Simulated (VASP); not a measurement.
Write the native input for VASP 6.6.1 that does the following.

- Task: single point
- Functional: r2SCAN
- Potentials or basis: VASP PAW PBE potentials, release 64 (In_d, Se)
- Cutoff: 520 eV
- k mesh: 8 × 8 × 2
- Occupations: fermi-dirac, width 0.05 eV
- Spin: no spin polarisation
- Dipole correction: no
- Further INCAR settings: ALGO = Normal; EDIFF = 1e-06; NBANDS = 48

Crystal: InSe.

```
In Se
1.0
     4.04733    0.00000    0.00000
    -2.02366    3.50509    0.00000
     0.00000    0.00000   18.05206
In Se
4 4
Direct
  0.33333 0.66667 0.07739
  0.33333 0.66667 0.92261
  0.00000 0.00000 0.42261
  0.00000 0.00000 0.57739
  0.33333 0.66667 0.35298
  0.33333 0.66667 0.64702
  0.66667 0.33333 0.14700
  0.66667 0.33333 0.85300
```

One way to write it, as run:

POSCAR

```
InSe
1.0
    4.0473293151      0.0000000000      0.0000000000
   -2.0236646576      3.5050900044      0.0000000000
    0.0000000000      0.0000000000     18.0520649100
In Se
4 4
Direct
    0.3333333333      0.6666666667      0.0773904900
    0.3333333333      0.6666666667      0.9226095100
    0.0000000000      0.0000000000      0.4226063200
    0.0000000000      0.0000000000      0.5773936800
    0.3333333333      0.6666666667      0.3529842800
    0.3333333333      0.6666666667      0.6470157200
    0.6666666667      0.3333333333      0.1469999300
    0.6666666667      0.3333333333      0.8530000700
```

INCAR.step1

```
PREC = Accurate
ENCUT = 520
ISMEAR = -1
SIGMA = 0.05
LREAL = F
LASPH = T
NELM = 80
NBANDS = 48
GGA = PE
ALGO = Normal
EDIFF = 1E-4
LWAVE = T
LCHARG = F
```

INCAR.step2

```
PREC = Accurate
ENCUT = 520
EDIFF = 1E-6
ISMEAR = -1
SIGMA = 0.05
LREAL = F
LASPH = T
NELM = 80
ALGO = Normal
ISIF = 2
LWAVE = F
LCHARG = F
METAGGA = R2SCAN
LMIXTAU = T
NBANDS = 48
ISTART = 1
```

KPOINTS

```
regular mesh
0
Gamma
  8 8 2
```

Potentials or basis: VASP PAW PBE potentials, release 64 (In_d, Se).

Run with:

```sh
$ cat potpaw_PBE.64/In_d/POTCAR potpaw_PBE.64/Se/POTCAR > POTCAR
$ cp INCAR.step1 INCAR
$ mpirun -np 1 vasp_std > vasp.out
$ cp INCAR.step2 INCAR
$ mpirun -np 1 vasp_std > vasp.out
```

Results of the run:

| Property | Result |
| --- | --- |
| Pressure | -0.1 GPa |
| Largest force | 0.044 eV/Å |
| Band gap on the k mesh | 1.13 eV |

Caveat: the PAW data sets were made with another functional, which shifts forces and pressure a little; spin-orbit coupling is left out, which moves the levels of the heavy elements.

It took 15 min on 1 thread of Intel(R) Xeon(R) 6975P-C (Granite Rapids) (shared host), peak memory 0.5 GiB.
